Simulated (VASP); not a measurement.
A run of VASP 6.6.1 is set up as follows.

File INCAR:

```
SYSTEM = Li4SbPt2
PREC = Accurate
ENCUT = 600
EDIFF = 1E-7
ISMEAR = 0
SIGMA = 0.1
LREAL = .False.
LASPH = .True.
NELM = 100
ALGO = Normal
ISIF = 3
LWAVE = .False.
LCHARG = .False.
GGA = PE
IBRION = 2
NSW = 100
EDIFFG = -0.01
```

File KPOINTS:

```
Automatic mesh
0
Gamma
  6 6 8
  0 0 0
```

File POSCAR:

```
Li4SbPt2
1.0
    7.8635689958      0.0000000000      0.0000000000
   -3.9317844979      6.8100505148      0.0000000000
    0.0000000000      0.0000000000      5.3185147297
Li Sb Pt
4 1 2
Direct
    0.5000000000      0.0000000000      0.0000000000
    0.0000000000      0.5000000000      0.0000000000
    0.5000000000      0.5000000000      0.0000000000
    0.0000000000      0.0000000000      0.5000000000
    0.0000000000      0.0000000000      0.0000000000
    0.3333333333      0.6666666667      0.0000000000
    0.6666666667      0.3333333333      0.0000000000
```

Potentials or basis: VASP PAW PBE potentials, release 64 (Li_sv, Sb, Pt).

Run with:

```console
$ cat potpaw_PBE.64/Li_sv/POTCAR potpaw_PBE.64/Sb/POTCAR potpaw_PBE.64/Pt/POTCAR > POTCAR
$ mpirun -np 1 vasp_std > vasp.out
```

What does it give for the relaxed volume?

42.13 Å³/atom.

Predict the space group after relaxing (to 0.05 Å).

P6/mmm (No. 191).

Final structure:
```
Li Sb Pt
1.0
     7.98239    0.00000    0.00000
    -3.99119    6.91295    0.00000
     0.00000    0.00000    5.34416
Li Sb Pt
4 1 2
Direct
  0.50000 0.00000 0.00000
  0.00000 0.50000 0.00000
  0.50000 0.50000 0.00000
  0.00000 0.00000 0.50000
  0.00000 0.00000 0.00000
  0.33333 0.66667 0.00000
  0.66667 0.33333 0.00000
```

Caveat: the cutoff is under 1.25 times the usual one of these potentials, so pressure, stress and relaxed cells hold a basis-set (Pulay) error.
